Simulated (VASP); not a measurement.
# Al3Cl: relaxation of cell and atoms with PBE

The system is Al3Cl.

```
CELL_PARAMETERS angstrom
3.05199 1.76207 2.52817
-3.05199 1.76207 2.52817
0.00000 -3.52413 2.52817
ATOMIC_POSITIONS crystal
Al 0.50000 0.50000 0.00000
Al 0.00000 0.50000 0.50000
Al 0.50000 0.00000 0.50000
Cl 0.00000 0.00000 0.00000
```

The cell was generated, and may not be a known phase.

```json
{"Program": "VASP 6.6.1", "Task": "relaxation of cell and atoms", "Functional": "PBE", "Potentials or basis": "VASP PAW PBE potentials, release 64 (Al, Cl)", "Cutoff": "600 eV", "k mesh": "12 × 12 × 12", "Occupations": "gaussian, width 0.1 eV", "Spin": "no spin polarisation", "Dipole correction": "no", "Further INCAR settings": "ALGO = Normal; EDIFF = 1e-06; IBRION = 2; EDIFFG = -0.01; NSW = 100; ISIF = 3"}
```

```
Relaxed volume                        : 20.47 Å³/atom
Relaxed cell                          : a = 4.342 Å, b = 4.342 Å, c = 4.342 Å, α = 89.91°, β = 89.91°, γ = 89.91°
Space group after relaxing (to 0.1 Å) : Pm-3m (No. 221)
Energy gained by relaxing             : 0.2 meV/atom
Ionic steps                           : 5
Pressure after relaxing               : 0.0 GPa
Band gap on the k mesh                : zero (bands 8 and 9 overlap by 0.91 eV)
```

The path:
| step | energy change (eV) | largest force (eV/Å) | pressure (GPa) | volume (Å³) |
| --- | --- | --- | --- | --- |
| 1 | 0.0000 | 0.0000 | 0.13 | 81.58 |
| 2 | -0.0004 | 0.0000 | 0.03 | 81.78 |
| 3 | -0.0006 | 0.0000 | -0.12 | 82.10 |
| 4 | -0.0009 | 0.0000 | -0.06 | 81.98 |
| 5 | -0.0010 | 0.0000 | -0.02 | 81.87 |

Final structure:
```xyz
4
Lattice="3.0680 1.7713 2.5110 -3.0680 1.7713 2.5110 0.0000 -3.5426 2.5110" Properties=species:S:1:pos:R:3 pbc="T T T"
Al    0.0000    1.7713    2.5110
Al   -1.5340   -0.8857    2.5110
Al    1.5340   -0.8857    2.5110
Cl    3.0680    1.7713    2.5110
```

Levels at points of the mesh, in eV from the Fermi level:
| k point | band 5 | band 6 | band 7 | band 8 | band 9 | band 10 | band 11 | band 12 |
| --- | --- | --- | --- | --- | --- | --- | --- | --- |
| (0.00, 0.00, 0.00) | -5.39 | -1.55 | -1.55 | 0.36 | 0.39 | 0.39 | 3.79 | 4.78 |
| (0.50, 0.00, 0.00) | -5.01 | -3.20 | -0.48 | -0.47 | 0.02 | 0.71 | 3.08 | 3.10 |
| (0.50, 0.50, 0.00) | -4.83 | -1.67 | -1.65 | -1.51 | 1.31 | 1.38 | 1.39 | 2.17 |
| (0.50, 0.50, 0.50) | -4.08 | -4.05 | -4.05 | -3.69 | 1.60 | 1.62 | 1.62 | 6.33 |

Wall time 10 min on 1 thread of Intel Xeon 8259CL, with other jobs on the host, peak memory 0.36 GiB.
